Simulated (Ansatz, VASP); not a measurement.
## One calculation of WSe, two programs

INCAR

```
SYSTEM = WSe
PREC = Accurate
ENCUT = 520
EDIFF = 1E-7
ISMEAR = 0
SIGMA = 0.05
LREAL = .FALSE.
LASPH = .TRUE.
NELM = 150
ALGO = Normal
ISIF = 2
LWAVE = .FALSE.
LCHARG = .TRUE.
LMAXMIX = 4
LDAU = .TRUE.
LDAUTYPE = 2
LDAUL = 2 -1
LDAUU = 4 0
LDAUJ = 0 0
LDAUPRINT = 1
GGA = PS
LELF = .TRUE.
LVHAR = .TRUE.
NBANDS = 17
```

KPOINTS

```
Automatic mesh
0
G
  14 14 14
  0 0 0
```

File POSCAR:

```
WSe
1.0
    0.0000000000      2.7923343792      2.7923343792
    2.7923343792      0.0000000000      2.7923343792
    2.7923343792      2.7923343792      0.0000000000
W Se
1 1
Direct
    0.0000000000      0.0000000000      0.0000000000
    0.2500000000      0.2500000000      0.2500000000
```

Input for Ansatz:

```yaml
crystal:
  lattice:
    - [0.0, 2.7923343796, 2.7923343796]
    - [2.7923343796, 0.0, 2.7923343796]
    - [2.7923343796, 2.7923343796, 0.0]
  atoms:
    - { symbol: W, position: [0.0, 0.0, 0.0] }
    - { symbol: Se, position: [0.25, 0.25, 0.25] }
basis:
  ecutwfc: 420
kpoints:
  mp_grid: { grid: [14, 14, 14] }
hamiltonian:
  xc: pbesol
  hubbard: { sites: [{ species: W, l: d, u_eff: 4.0 }] }
scf:
  occupations: { method: gaussian, width: 0.05 }
output:
  forces: true
  stress: true
  eigenvalues: true
  write_density: true
  write_potential: true
  elf: true
  volumetric_format: npy
```

Alike in both runs: task single point; functional PBEsol; k mesh 14 × 14 × 14; occupations gaussian, width 0.05 eV; no spin polarisation; Hubbard terms W d U = 4.0 eV.

|  | VASP | Ansatz |
| --- | --- | --- |
| version | VASP 6.6.1 | Ansatz 0.2.0 |
| potentials or method | VASP PAW PBE potentials, release 64 (W_sv, Se), cutoff 520 eV | scalar-relativistic, plane waves, PAW |
| valence electrons in the cell | 20 | 30 |

|  | VASP | Ansatz | Ansatz less VASP |
| --- | --- | --- | --- |
| gap on the k mesh at the Fermi level (eV) | none | none | - |
| pressure (GPa) | 3.8 | 3.8 | 0.00 |

VASP's potentials were made for PBE, not for PBEsol. The programs project onto different local orbitals, so the same U acts differently, and such runs can settle in different states. A gap of «none» marks a metal or a gap that the smearing closes. VASP's potentials hold 20 valence electrons a cell and Ansatz's 30, so a difference there can come from the potentials and not from the codes. Ansatz's warnings: filled band counts differ across k points.

Spin-orbit coupling is off throughout.
